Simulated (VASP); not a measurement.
A run of VASP 6.6.1 is set up as follows.

Contents of INCAR:

```
PREC = Accurate
ENCUT = 520
EDIFF = 1E-7
ISMEAR = 0
SIGMA = 0.05
LREAL = F
LASPH = T
NELM = 100
ALGO = Normal
ISIF = 2
LWAVE = F
LCHARG = F
GGA = PS
NBANDS = 60
```

The input KPOINTS:

```
regular mesh
0
Gamma
  7 7 3
```

The input POSCAR:

```
TiO2
1.0
   -3.7706690430      0.0000000000      0.0000000000
    0.0000000000     -3.7706690430      0.0000000000
    0.0000000000     -0.7541338086      9.5463353711
Ti O
4 8
Direct
    0.0000000000     -0.1750000000      0.8750000000
    0.5000000000      0.4250000000      0.3750000000
    0.5000000000     -0.1250000000      0.6250000000
    0.0000000000      0.4750000000      0.1250000000
    0.5000000000      0.3834760667      0.5826196664
    1.0000000000      0.9834760667      0.0826196664
    0.5000000000     -0.1665239333      0.8326196664
    1.0000000000      0.4334760667      0.3326196664
    0.5000000000     -0.0834760667      0.4173803336
    0.0000000000      0.3165239333      0.9173803336
    0.0000000000     -0.1334760667      0.6673803336
    0.5000000000      0.4665239333      0.1673803336
```

Potentials or basis: VASP PAW PBE potentials, release 64 (Ti_sv, O).

The run is started by

```sh
$ cat potpaw_PBE.64/Ti_sv/POTCAR potpaw_PBE.64/O/POTCAR > POTCAR
$ mpirun -np 1 vasp_std > vasp.out
```

**Question.** What does it give for the largest force?

**Answer.** 5.978 eV/Å.

**Question.** Estimate the band gap on the k mesh.

**Answer.** 0.91 eV.

**Question.** Predict the pressure.

**Answer.** 1.9 GPa.

Forces on the atoms (eV/Å):
```
Ti   0.000 -0.337 -1.649
Ti   0.000 -0.013 -0.043
Ti   0.000  0.013  0.043
Ti   0.000  0.337  1.649
O    0.000 -0.011 -0.025
O    0.000  5.288  2.787
O    0.000 -0.052  0.133
O    0.000  0.067 -0.128
O    0.000  0.011  0.025
O    0.000 -5.288 -2.787
O    0.000 -0.067  0.128
O    0.000  0.052 -0.133
```

Caveat: the PAW data sets were made with another functional, which shifts forces and pressure a little; an odd mesh through Γ misses points on the zone boundary, where band edges can lie.
